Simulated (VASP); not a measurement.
# CaZr2N3 (R-3m) in VASP: further runs

Runs on CaZr2N3. Level: PBE. Tasks: single point, relaxation of cell and atoms.

Everything below comes from runs of VASP 6.6.1. Logs are shortened: lines on timing, memory, paths and dates and some standing lists are left out, and cuts for length are marked.

## (1) The cell of the first run

The structure is trigonal, space group R-3m (No. 166). Conventional cell: a = 6.015 Å, b = 6.015 Å, c = 10.405 Å, α = 90.00°, β = 90.00°, γ = 120.00°. Within 3.2 Å of Ca (site symmetry -3m) lie 6 N at 2.45 Å and 2 Zr at 2.83 Å. Within 2.7 Å of Zr (site symmetry 3m) lie 3 N at 2.05 Å. Within 2.7 Å of N (site symmetry 2/m) lie 2 Zr at 2.05 Å and 2 Ca at 2.45 Å.

The cell was generated, and may not be a known phase.

## (2) Single point, PBE

INCAR reads:

```
ALGO = Normal ; EDIFF = 1E-6
ENCUT = 520 ; GGA = PE
ISIF = 2 ; ISMEAR = 0
LASPH = True ; LCHARG = False
LREAL = False ; LWAVE = False
NBANDS = 34 ; NELM = 80
PREC = Accurate ; SIGMA = 0.1
```

KPOINTS reads:

```
k-points
0
Gamma
  6 6 6
```

POSCAR reads:

```
CaZr2N3
1.0
    3.0076179008      1.7364490061      3.4683246311
   -3.0076179008      1.7364490061      3.4683246311
    0.0000000000     -3.4728980078      3.4683246333
Ca Zr N
1 2 3
Direct
    0.0000000000      0.0000000000      0.0000000000
    0.7279552544      0.7279552544      0.7279552544
    0.2720447456      0.2720447456      0.2720447456
    0.5000000000      0.0000000000      0.0000000000
    0.0000000000      0.5000000000      0.0000000000
    0.0000000000      0.0000000000      0.5000000000
```

Potentials or basis: VASP PAW PBE potentials, release 64 (Ca_sv, Zr_sv, N).

Started as:

```bash
> cat potpaw_PBE.64/Ca_sv/POTCAR potpaw_PBE.64/Zr_sv/POTCAR potpaw_PBE.64/N/POTCAR > POTCAR
> mpirun -np 1 vasp_std > vasp.out
```

OUTCAR:

```text
EDIFF = 1E-6
   ENCUT = 520
   GGA = PE
   ISIF = 2
   ISMEAR = 0
   LASPH = True
   LREAL = False
   NELM = 80
   PREC = Accurate

 ion  position               nearest neighbor table
   1  0.000  0.000  0.000-   6 2.45   6 2.45   4 2.45   5 2.45   5 2.45   4 2.45   2 2.83   3 2.83
                             3 3.53   2 3.53   3 3.53   2 3.53   3 3.53   2 3.53
   2  0.728  0.728  0.728-   6 2.05   5 2.05   4 2.05   1 2.83   1 3.53   1 3.53   1 3.53   3 3.70
                             3 3.70   3 3.70
   3  0.272  0.272  0.272-   6 2.05   5 2.05   4 2.05   1 2.83   1 3.53   1 3.53   1 3.53   2 3.70
                             2 3.70   2 3.70
   4  0.500  0.000  0.000-   2 2.05   3 2.05   1 2.45   1 2.45
   5  0.000  0.500  0.000-   2 2.05   3 2.05   1 2.45   1 2.45
   6  0.000  0.000  0.500-   2 2.05   3 2.05   1 2.45   1 2.45

  LATTYP: Found a trigonal (rhomboedric) cell.
 ALAT       =     4.9081866646
 COS(alpha) =     0.2490116924

  Lattice vectors:

 A1 = (   3.0076179008,   1.7364490061,   3.4683246311)
 A2 = (  -3.0076179008,   1.7364490061,   3.4683246311)
 A3 = (   0.0000000000,  -3.4728980078,   3.4683246333)

Analysis of symmetry for initial positions (statically):
=====================================================================
 Subroutine PRICEL returns:
 Original cell was already a primitive cell.

 Routine SETGRP: Setting up the symmetry group for a
 trigonal (rhombohedral) supercell.

 Subroutine GETGRP returns: Found 12 space group operations
 (whereof 12 operations were pure point group operations)
 out of a pool of 12 trial point group operations.

The static configuration has the point symmetry D_3d.

Analysis of symmetry for dynamics (positions and initial velocities):
=====================================================================
 Subroutine PRICEL returns:
 Original cell was already a primitive cell.

 Routine SETGRP: Setting up the symmetry group for a
 trigonal (rhombohedral) supercell.

 Subroutine GETGRP returns: Found 12 space group operations
 (whereof 12 operations were pure point group operations)
 out of a pool of 12 trial point group operations.

The dynamic configuration has the point symmetry D_3d.

 Subroutine INISYM returns: Found 12 space group operations
 (whereof 12 operations are pure point group operations),
 and found     1 'primitive' translations

----------------------------------------------------------------------------------------

                                     Primitive cell

  volume of cell :     108.6815

  direct lattice vectors                    reciprocal lattice vectors
     3.007617901  1.736449006  3.468324631     0.166244522  0.095981320  0.096107882
    -3.007617901  1.736449006  3.468324631    -0.166244522  0.095981320  0.096107882
     0.000000000 -3.472898008  3.468324633     0.000000000 -0.191962639  0.096107882

  length of vectors
     4.908186665  4.908186665  4.908186665     0.214677385  0.214677385  0.214677385

  position of ions in fractional coordinates (direct lattice)
     0.000000000  0.000000000  0.000000000
     0.727955254  0.727955254  0.727955254
     0.272044746  0.272044746  0.272044746
     0.500000000  0.000000000  1.000000000
     0.000000000  0.500000000  1.000000000
     0.000000000  0.000000000  0.500000000

  ion indices of the primitive-cell ions
   primitive index   ion index
                 1           1
                 2           2
                 3           3
                 4           4
                 5           5
                 6           6

----------------------------------------------------------------------------------------

 KPOINTS: k-points

Automatic generation of k-mesh.
 Grid dimensions read from file:
 generate k-points for:    6    6    6

 Generating k-lattice:

  Cartesian coordinates                     Fractional coordinates (reciprocal lattice)
     0.027707420  0.015996887  0.016017980     0.166666667 -0.000000000 -0.000000000
    -0.027707420  0.015996887  0.016017980    -0.000000000  0.166666667 -0.000000000
     0.000000000 -0.031993773  0.016017980    -0.000000000 -0.000000000  0.166666667

  Length of vectors
     0.035779564  0.035779564  0.035779564

  Shift w.r.t. Gamma in fractional coordinates (k-lattice)
     0.000000000  0.000000000  0.000000000

 Subroutine IBZKPT returns following result:
 ===========================================

 Found     32 irreducible k-points:

 Following reciprocal coordinates:
            Coordinates               Weight
  0.000000  0.000000  0.000000      1.000000
  0.166667 -0.000000  0.000000      6.000000
  0.333333  0.000000 -0.000000      6.000000
  0.500000  0.000000  0.000000      3.000000
  0.166667  0.166667  0.000000      6.000000
  0.333333  0.166667  0.000000     12.000000
[... 16 lines left out ...]
  0.500000  0.500000  0.166667      6.000000
 -0.333333  0.500000  0.166667     12.000000
 [... further k-points ...]
   k-points           NKPTS =     32   k-points in BZ     NKDIM =     32   number of bands    NBANDS=     34
   number of dos      NEDOS =    301   number of ions     NIONS =      6
   total plane-waves  NPLWV =  64000
   dimension x,y,z NGX =    40 NGY =   40 NGZ =   40
   dimension x,y,z NGXF=    80 NGYF=   80 NGZF=   80
   ions per type =               1   2   3
   NGX,Y,Z   is equivalent  to a cutoff of  13.55, 13.55, 13.55 a.u.
   NGXF,Y,Z  is equivalent  to a cutoff of  27.10, 27.10, 27.10 a.u.
 SYSTEM =  unknown system
   PREC   = accura    normal or accurate (medium, high low for compatibility)
   ISTART =      0    job   : 0-new  1-cont  2-samecut
   ICHARG =      2    charge: 1-file 2-atom 10-const
   ISPIN  =      1    spin polarized calculation?
   LNONCOLLINEAR =      F non collinear calculations
   LSORBIT =      F    spin-orbit coupling
   LASPH  =      T    aspherical Exc in radial PAW
   ENCUT  =  520.0 eV  38.22 Ry    6.18 a.u.   9.13  9.13  9.13*2*pi/ulx,y,z
   NELM   =     80;   NELMIN=  2; NELMDL= -5     # of ELM steps
   EDIFF  = 0.1E-05   stopping-criterion for ELM
   LREAL  =      F    real-space projection
   EDIFFG = 0.1E-04   stopping-criterion for IOM
   NSW    =      0    number of steps for IOM
   IBRION =     -1    ionic relax: 0-MD 1-quasi-New 2-CG
   NFREE  =      0    steps in history (QN), initial steepest desc. (CG)
   ISIF   =      2    stress and relaxation
   ISYM   =      2    0-nonsym 1-usesym 2-fastsym
   POTIM  = 0.5000    time-step for ionic-motion
   TEBEG  =    0.0;   TEEND  =   0.0 temperature during run
   PSTRESS=    0.0 pullay stress
   NELECT =      49.0000    total number of electrons
   NUPDOWN=      -1.0000    fix difference up-down
   EMIN   =  10.00;   EMAX   =-10.00  energy-range for DOS
   EFERMI =   0.00;   METHOD = LEGACY
   ISMEAR =     0;   SIGMA  =   0.10  broadening in eV -4-tet -1-fermi 0-gaus
   EFERMI_NEDOS =   21; number of points for ismear=-14 and -15
   IALGO  =     38    algorithm
   IMIX   =      4    mixing-type and parameters
     AMIX     =   0.40;   BMIX     =  1.00
     AMIX_MAG =   1.60;   BMIX_MAG =  1.00
  volume/ion in A,a.u.               =      18.11       122.24
  Fermi-wavevector in a.u.,A,eV,Ry     =   1.255321  2.372214 21.440496  1.575832
  Thomas-Fermi vector in A             =   2.389084
   LORBIT       =      0    0 simple, 1 ext, 2 COOP (PROOUT), +10 PAW based schemes
   GGA     = PE    functional components
   LHFCALC =     F    Hartree Fock is set to
   AEXX    =    0.0000 exact exchange contribution
   IVDW    =     0    specifies the selected vdW correction
   LEPSILON=     F    determine dielectric tensor
   LRPA    =     F    only Hartree local field effects (RPA)
 non-spin polarized calculation
 Gauss-broadening in eV      SIGMA  =   0.10
  energy-cutoff  :      520.00
  volume of cell :      108.68
 maximum number of plane-waves:      2953
 NGX is ok and might be reduce to    40
   NGX = 19   NGY = 19   NGZ = 19

 number of electron      49.0000008 magnetization

 Free energy of the ion-electron system (eV)
  ---------------------------------------------------
  ext. energy  EPLUGINS =         0.00000000
  ---------------------------------------------------
  free energy    TOTEN  =       -47.93813445 eV

  energy without entropy =      -47.91575866  energy(sigma->0) =      -47.92694656

 E-fermi :   5.5330     XC(G=0):  -9.7826

 val. band max:        5.5325995576   @ k =   0.5000   0.5000   0.3333
 cond. band min:       5.5345281129   @ k =   0.5000   0.3333  -0.0000
 fundamental gap:      0.0019285553
 Fermi energy:         5.5330030085

 k-point     1 :       0.0000    0.0000    0.0000
  band No.  band energies     occupation
      1     -43.8978      2.00000
      2     -43.8819      2.00000
      3     -34.0905      2.00000
      4     -22.1671      2.00000
      5     -22.1310      2.00000
      6     -22.1144      2.00000
[... 26 lines left out ...]
     33       9.5655      0.00000
     34      10.9183      0.00000

 k-point     2 :       0.1667   -0.0000    0.0000
  band No.  band energies     occupation
      1     -43.8968      2.00000
      2     -43.8829      2.00000
      3     -34.0905      2.00000
      4     -22.1663      2.00000
      5     -22.1370      2.00000
      6     -22.1047      2.00000
[... 26 lines left out ...]
     33       9.4885      0.00000
     34      10.8710      0.00000

 k-point     3 :       0.3333    0.0000   -0.0000
  band No.  band energies     occupation
      1     -43.8939      2.00000
      2     -43.8857      2.00000
      3     -34.0905      2.00000
      4     -22.1640      2.00000
      5     -22.1451      2.00000
      6     -22.0787      2.00000
[... 26 lines left out ...]
     33       9.2640      0.00000
     34      10.1773      0.00000
[... 704 lines left out ...]
 k-point    23 :       0.5000    0.5000    0.1667
  band No.  band energies     occupation
      1     -43.8923      2.00000
      2     -43.8869      2.00000
      3     -34.0904      2.00000
      4     -22.2042      2.00000
      5     -22.1543      2.00000
      6     -22.1224      2.00000
[... 26 lines left out ...]
     33       8.7932      0.00000
     34      10.2329      0.00000

 k-point    24 :      -0.3333    0.5000    0.1667
  band No.  band energies     occupation
      1     -43.8912      2.00000
      2     -43.8880      2.00000
      3     -34.0904      2.00000
      4     -22.2008      2.00000
      5     -22.1617      2.00000
      6     -22.1100      2.00000
[... 26 lines left out ...]
     33       8.9875      0.00000
     34      10.3627      0.00000

 [... further k-points ...]

------------------------ aborting loop because EDIFF is reached ----------------------------------------

  FORCE on cell =-STRESS in cart. coord.  units (eV):
  Direction    XX          YY          ZZ          XY          YZ          ZX
  --------------------------------------------------------------------------------------
  -------------------------------------------------------------------------------------
  Total        0.0971937      0.0971937      0.2093866      0.0000000      0.0000000      0.0000000
  in kB        1.4328246      1.4328246      3.0867662      0.0000000      0.0000000      0.0000000
  external PRESSURE =       1.9841385 kB  Pullay stress =       0.0000000 kB

 VOLUME and BASIS-vectors are now :
 -----------------------------------------------------------------------------
  energy-cutoff  :      520.00
  volume of cell :      108.68
      direct lattice vectors                 reciprocal lattice vectors
     3.007617901  1.736449006  3.468324631     0.166244522  0.095981320  0.096107882
    -3.007617901  1.736449006  3.468324631    -0.166244522  0.095981320  0.096107882
     0.000000000 -3.472898008  3.468324633     0.000000000 -0.191962639  0.096107882

 POSITION                                       TOTAL-FORCE (eV/Angst)
 -----------------------------------------------------------------------------------
      0.00000      0.00000      0.00000        -0.000000     -0.000000      0.000000
      0.00000      0.00000      7.57436        -0.000000     -0.000000     -0.026422
      0.00000      0.00000      2.83062        -0.000000      0.000000      0.026422
      1.50381      0.86822      1.73416        -0.000000     -0.000000      0.000000
     -1.50381      0.86822      1.73416        -0.000000     -0.000000      0.000000
      0.00000     -1.73645      1.73416         0.000000     -0.000000      0.000000
 -----------------------------------------------------------------------------------
    total drift:                                0.000000      0.000000     -0.000000

  FREE ENERGIE OF THE ION-ELECTRON SYSTEM (eV)
  ---------------------------------------------------
  free  energy   TOTEN  =       -47.9381344535 eV

  energy  without entropy=      -47.9157586627  energy(sigma->0) =      -47.92694656
```

Run time: 60 s. Hardware: 1 thread of Intel Xeon 6975P-C (Granite Rapids), shared host; peak memory 0.3 GiB.

What came out:

| Item | Value |
| --- | --- |
| Free energy | -47.9381 eV |
| Pressure | 0.2 GPa |
| Largest force | 0.026 eV/Å |
| Band gap on the k mesh | zero (an odd number of electrons rules out a gap without spin polarisation) |

Forces on the atoms (eV/Å):
```
Ca   0.000  0.000  0.000
Zr   0.000  0.000 -0.026
Zr   0.000  0.000  0.026
N    0.000  0.000  0.000
N    0.000  0.000  0.000
N    0.000  0.000  0.000
```

Stress tensor (GPa, compression positive):
```
0.14 0.00 0.00
0.00 0.14 0.00
0.00 0.00 0.31
```

Levels at points of the mesh, in eV from the Fermi level:
```csv
k point,band 22,band 23,band 24,band 25,band 26,band 27,band 28,band 29
"(0.00, 0.00, 0.00)",-1.41,-1.41,-0.84,-0.71,0.19,0.34,0.34,1.24
"(0.50, 0.00, 0.00)",-3.16,-2.79,-1.46,-0.04,1.43,1.45,2.38,2.56
"(0.50, 0.50, 0.00)",-2.98,-2.86,-1.50,0.09,0.71,0.98,1.68,2.12
"(0.50, 0.50, 0.50)",-2.59,-2.59,-0.59,-0.17,0.52,0.52,2.35,2.56
```

Caveat: an odd number of electrons without spin polarisation forces a metal; a magnetic or distorted state may lie lower.

## (3) Single point, PBE

This run uses another cell than the first one, of 13.89 Å³/atom.

INCAR reads:

```
SYSTEM = CaZr2N3
PREC     = Accurate       ! precision mode
ENCUT    = 520            ! plane-wave cutoff, eV
EDIFF    = 1E-7           ! SCF threshold, eV
ISMEAR   = 0              ! smearing method
SIGMA    = 0.1            ! smearing width, eV
LREAL    = .False.        ! projectors in reciprocal space
LASPH    = .True.         ! aspherical terms in the spheres
NELM     = 60             ! most SCF steps
ALGO     = Normal         ! electronic algorithm
ISIF     = 2              ! what is computed and relaxed
LWAVE    = .False.        ! write WAVECAR
LCHARG   = .False.        ! write CHGCAR
GGA      = PE             ! functional
NBANDS   = 34             ! bands
```

KPOINTS reads:

```
regular mesh
0
Gamma
  6 6 6
  0 0 0
```

POSCAR reads:

```
CaZr2N3
1.0
    2.4555280600      1.4176997900      3.9901844200
   -2.4555280600      1.4176997900      3.9901844200
    0.0000000000     -2.8353995700      3.9901844200
Ca Zr N
1 2 3
Direct
    0.0000000000      0.0000000000      0.0000000000
    0.6170832500      0.6170832500      0.6170832500
    0.3829167500      0.3829167500      0.3829167500
    0.5000000000      0.0000000000      0.0000000000
    0.0000000000      0.5000000000      0.0000000000
    0.0000000000      0.0000000000      0.5000000000
```

Potentials or basis: VASP PAW PBE potentials, release 64 (Ca_sv, Zr_sv, N).

Started as:

```bash
> cat potpaw_PBE.64/Ca_sv/POTCAR potpaw_PBE.64/Zr_sv/POTCAR potpaw_PBE.64/N/POTCAR > POTCAR
> mpirun -np 1 vasp_std > vasp.out
```

Run time: 46 s. Hardware: 1 thread of Intel Xeon 6975P-C (Granite Rapids), shared host; peak memory 0.25 GiB.

Results (log left out):

```
Free energy            : -37.0321 eV
Pressure               : -4.1 GPa
Largest force          : 0.747 eV/Å
Band gap on the k mesh : zero (an odd number of electrons rules out a gap without spin polarisation)
```

Forces on the atoms (eV/Å):
```
Ca   0.000  0.000  0.000
Zr   0.000  0.000  0.747
Zr   0.000  0.000 -0.747
N    0.000  0.000  0.000
N    0.000  0.000  0.000
N    0.000  0.000  0.000
```

Stress tensor (GPa, compression positive):
```
  6.38   0.00   0.00
  0.00   6.38   0.00
  0.00   0.00 -24.94
```

Levels at points of the mesh, in eV from the Fermi level:
| k point | band 22 | band 23 | band 24 | band 25 | band 26 | band 27 |
| --- | --- | --- | --- | --- | --- | --- |
| (0.00, 0.00, 0.00) | -1.33 | -0.02 | -0.02 | 0.39 | 0.65 | 1.66 |
| (0.50, 0.00, 0.00) | -1.79 | -1.61 | -1.25 | 0.05 | 0.54 | 0.71 |
| (0.50, 0.50, 0.00) | -2.29 | -1.09 | -0.47 | -0.31 | 0.04 | 0.98 |
| (0.50, 0.50, 0.50) | -0.60 | 0.64 | 0.64 | 0.68 | 0.68 | 0.72 |

Caveat: the stress differs along the axes, from -25 to 6 GPa; an odd number of electrons without spin polarisation forces a metal; a magnetic or distorted state may lie lower.

## (4) Relaxation of cell and atoms, PBE

This run uses another cell than the first one, of 13.89 Å³/atom.

INCAR reads:

```
SYSTEM = CaZr2N3
PREC = Accurate
ENCUT = 600
EDIFF = 1E-6
ISMEAR = 0
SIGMA = 0.1
LREAL = .FALSE.
LASPH = .TRUE.
NELM = 100
ALGO = Normal
ISIF = 3
LWAVE = .FALSE.
LCHARG = .FALSE.
GGA = PE
IBRION = 2
NSW = 90
EDIFFG = -0.04
```

KPOINTS reads:

```
Automatic mesh
0
G
  6 6 6
  0 0 0
```

POSCAR is that of step 3.

Started as:

```bash
> cat potpaw_PBE.64/Ca_sv/POTCAR potpaw_PBE.64/Zr_sv/POTCAR potpaw_PBE.64/N/POTCAR > POTCAR
> mpirun -np 1 vasp_std > vasp.out
```

Wall time 17 min (1 thread of Intel Xeon 6975P-C (Granite Rapids), shared host); peak memory 0.32 GiB.

The run converged. Its results:

```
Free energy                           : -47.8741 eV
Relaxed volume                        : 17.96 Å³/atom
Relaxed cell                          : a = 4.898 Å, b = 4.898 Å, c = 4.898 Å, α = 75.39°, β = 75.39°, γ = 75.39°
Space group after relaxing (to 0.1 Å) : R-3m (No. 166)
Pressure after relaxing               : 0.0 GPa
Largest force after relaxing          : 0.005 eV/Å
Band gap on the k mesh                : zero (an odd number of electrons rules out a gap without spin polarisation)
```

Forces on the atoms (eV/Å):
```
Ca   0.000  0.000  0.000
Zr   0.000  0.000  0.005
Zr   0.000  0.000 -0.005
N    0.000  0.000  0.000
N    0.000  0.000  0.000
N    0.000  0.000  0.000
```

Final structure:
```
Ca Zr N
1.0
     2.99510    1.72922    3.46842
    -2.99510    1.72922    3.46842
     0.00000   -3.45844    3.46842
Ca Zr N
1 2 3
Direct
  0.00000 0.00000 0.00000
  0.72722 0.72722 0.72722
  0.27278 0.27278 0.27278
  0.50000 0.00000 0.00000
  0.00000 0.50000 0.00000
  0.00000 0.00000 0.50000
```

Levels at points of the mesh, in eV from the Fermi level:
```csv
k point,band 21,band 22,band 23,band 24,band 25,band 26,band 27,band 28,band 29
"(0.00, 0.00, 0.00)",-2.88,-1.38,-1.38,-0.82,-0.73,0.22,0.33,0.33,1.26
"(0.50, 0.00, 0.00)",-3.31,-3.16,-2.80,-1.45,-0.05,1.44,1.47,2.40,2.56
"(0.50, 0.50, 0.00)",-3.15,-2.99,-2.86,-1.49,0.11,0.73,0.97,1.72,2.45
"(0.50, 0.50, 0.50)",-3.91,-2.59,-2.59,-0.57,-0.18,0.50,0.50,2.58,2.58
```

Caveat: the volume moved by over 15 % at a fixed basis, so the end points are rough; an odd number of electrons without spin polarisation forces a metal; a magnetic or distorted state may lie lower.

(Continued in part 2 of 2.)

The gap in the log of VASP goes by the Fermi energy; the results here count the filled bands.